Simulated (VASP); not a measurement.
Here is a VASP 6.6.1 calculation.

The input INCAR:

```
  ALGO = Normal
  EDIFF = 1E-6
  ENCUT = 520
  GGA = PE
  ISIF = 2
  ISMEAR = 0
  LASPH = T
  LCHARG = T
  LELF = T
  LREAL = F
  LVHAR = T
  LWAVE = F
  NBANDS = 16
  NELM = 80
  PREC = Accurate
  SIGMA = 0.02
```

File KPOINTS:

```
k-points
0
Gamma
  6 6 6
```

File POSCAR:

```
NaH
1.0
    3.8917256799      0.0000000000      0.0000000000
   -1.9458628399      3.3703333033      0.0000000000
    0.0000000000      0.0000000000      4.7782614774
Na H
2 2
Direct
    0.3333333333      0.6666666667      0.2500000000
    0.6666666667      0.3333333333      0.7500000000
    0.3333333333      0.6666666667      0.7500000000
    0.6666666667      0.3333333333      0.2500000000
```

Potentials or basis: VASP PAW PBE potentials, release 64 (Na_pv, H).

The run is started by

```bash
$ cat potpaw_PBE.64/Na_pv/POTCAR potpaw_PBE.64/H/POTCAR > POTCAR
$ mpirun -np 1 vasp_std > vasp.out
```

(1) Estimate the pressure.

(2) Predict the band gap on the k mesh.

## Answers

(1) 1.3 GPa.

(2) 3.36 eV, indirect (least direct gap 4.28 eV).
